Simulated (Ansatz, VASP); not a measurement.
**One calculation of GaAs, two programs**

INCAR

```
SYSTEM = GaAs
  ALGO = Normal
  EDIFF = 1E-8
  ENCUT = 520
  GGA = PE
  ISIF = 2
  ISMEAR = -1
  LASPH = .True.
  LCHARG = .False.
  LEFG = .True.
  LREAL = .False.
  LWAVE = .False.
  NBANDS = 16
  NELM = 60
  PREC = Accurate
  SIGMA = 0.02
```

File KPOINTS:

```
k-points
0
Gamma
  13 13 13
  0 0 0
```

Contents of POSCAR:

```
GaAs
1.0
    0.0000000000      2.8268500000      2.8268500000
    2.8268500000      0.0000000000      2.8268500000
    2.8268500000      2.8268500000      0.0000000000
Ga As
1 1
Direct
    0.0000000000      0.0000000000      0.0000000000
    0.2500000000      0.2500000000      0.2500000000
```

Input for Ansatz:

```yaml
crystal:
  lattice:
    - [0.0, 2.82685, 2.82685]
    - [2.82685, 0.0, 2.82685]
    - [2.82685, 2.82685, 0.0]
  atoms:
    - { symbol: Ga, position: [0.0, 0.0, 0.0] }
    - { symbol: As, position: [0.25, 0.25, 0.25] }
kpoints:
  mp_grid: { grid: [13, 13, 13] }
scf:
  occupations: { method: fermi_dirac, width: 0.02 }
hamiltonian:
  xc: pbe
  pseudopotentials: { kind: paw, frozen_core: stored }
output:
  forces: true
  stress: true
  populations: true
  efg: { quadrupole_moments_barn: { Ga: 0.107, As: 0.311 } }
```

Alike in both runs: task electric field gradients; functional PBE; k mesh 13 × 13 × 13; occupations fermi-dirac, width 0.02 eV; no spin polarisation.

|  | VASP | Ansatz |
| --- | --- | --- |
| version | VASP 6.6.1 | Ansatz 0.2.0 |
| potentials or method | VASP PAW PBE potentials, release 64 (Ga_d, As) | plane-wave PAW, scalar-relativistic |
| plane-wave cutoff (eV) | 520 | 420 |
| valence electrons in the cell | 18 | 28 |

Ansatz gave:

* pressure (GPa): 3.3

Task: What did VASP give for the same quantities?

Result: Pressure (GPa): 3.5.

VASP's potentials hold 18 valence electrons a cell and Ansatz's 28, so a difference there can come from the potentials and not from the codes.
